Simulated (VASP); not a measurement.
Ni: single point with PBE

The system is Ni.

```xyz
1
Lattice="0.0000 1.7603 1.7603 1.7603 0.0000 1.7603 1.7603 1.7603 0.0000" Properties=species:S:1:pos:R:3 pbc="T T T"
Ni    0.0000    0.0000    0.0000
```

```yaml
Program: VASP 6.6.1
Task: single point
Functional: PBE
Potentials_or_basis: VASP PAW PBE potentials, release 64 (Ni)
Cutoff: 520 eV
k_mesh: 21 × 21 × 21
Occupations: fermi-dirac, width 0.1 eV
Spin: collinear spin, ferromagnetic start
Starting_moments: "[1.0] μB"
Dipole_correction: no
Further_INCAR_settings: ALGO = Normal; EDIFF = 1e-06; NBANDS = 15
```

```json
{
 "Pressure": "-0.1 GPa",
 "Net moment": "0.61 μB per cell",
 "Site moments": "Ni +0.62 μB",
 "Valence electrons inside the program's atomic spheres": "Ni 9.30"
}
```

Levels at points of the mesh, in eV from the Fermi level:
Spin up:
| k point | band 2 | band 3 | band 4 | band 5 | band 6 | band 7 | band 8 | band 9 |
| --- | --- | --- | --- | --- | --- | --- | --- | --- |
| (0.00, 0.00, 0.00) | -2.39 | -2.39 | -2.39 | -1.24 | -1.24 | 23.71 | 27.55 | 27.55 |
Spin down:
| k point | band 2 | band 3 | band 4 | band 5 | band 6 | band 7 | band 8 | band 9 |
| --- | --- | --- | --- | --- | --- | --- | --- | --- |
| (0.00, 0.00, 0.00) | -1.67 | -1.67 | -1.67 | -0.65 | -0.65 | 23.55 | 27.54 | 27.54 |

Run time: 39 s on 1 thread of Intel(R) Xeon(R) 6975P-C (Granite Rapids), with other jobs on the host, peak memory 0.18 GiB.
